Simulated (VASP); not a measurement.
Write the native input for VASP 6.6.1 that does the following.

```yaml
Task: single point
Functional: PBEsol
Potentials_or_basis: VASP PAW PBE potentials, release 64 (In_d, P)
Cutoff: 500 eV
k_mesh: 8 × 8 × 8
Occupations: gaussian, width 0.05 eV
Spin: no spin polarisation
Dipole_correction: no
Further_INCAR_settings: ALGO = Normal; EDIFF = 1e-06; NBANDS = 16
```

The structure of InP lies in POSCAR:

```
InP
1.0
    0.0000000000      2.6910344207      2.6910344207
    2.6910344207      0.0000000000      2.6910344207
    2.6910344207      2.6910344207      0.0000000000
In P
1 1
Direct
    0.0000000000      0.0000000000      0.0000000000
    0.5000000000      0.5000000000      0.5000000000
```

This cell differs from its parent crystal: volume scaled by 0.96.

These files were run (other wordings do the same):

INCAR

```
PREC     = Accurate       # precision mode
ENCUT    = 500            # plane-wave cutoff, eV
EDIFF    = 1E-6           # SCF threshold, eV
ISMEAR   = 0              # smearing method
SIGMA    = 0.05           # smearing width, eV
LREAL    = False          # projectors in reciprocal space
LASPH    = True           # aspherical terms in the spheres
NELM     = 120            # most SCF steps
ALGO     = Normal         # electronic algorithm
ISIF     = 2              # what is computed and relaxed
LWAVE    = False          # write WAVECAR
LCHARG   = True           # write CHGCAR
GGA      = PS             # functional
LELF     = True           # ELF
LVHAR    = True         
NBANDS   = 16             # bands
GGA_COMPAT= False
```

KPOINTS

```
regular mesh
0
Gamma
  8 8 8
```

Potentials or basis: VASP PAW PBE potentials, release 64 (In_d, P).

Launch:

```console
$ cat potpaw_PBE.64/In_d/POTCAR potpaw_PBE.64/P/POTCAR > POTCAR
$ mpirun -np 1 vasp_std > vasp.out
```

It gave:

```
Pressure               : 3.9 GPa
Band gap on the k mesh : zero (band 9 reaches 8.38 eV, above the bottom of band 10 at 5.55 eV)
```

Caveat: the PAW data sets were made with another functional, which shifts forces and pressure a little; spin-orbit coupling is left out, which moves the levels of the heavy elements.

Wall time 35 s on 1 thread of Intel Xeon 8259CL, with other jobs on the host, peak memory 0.16 GiB.
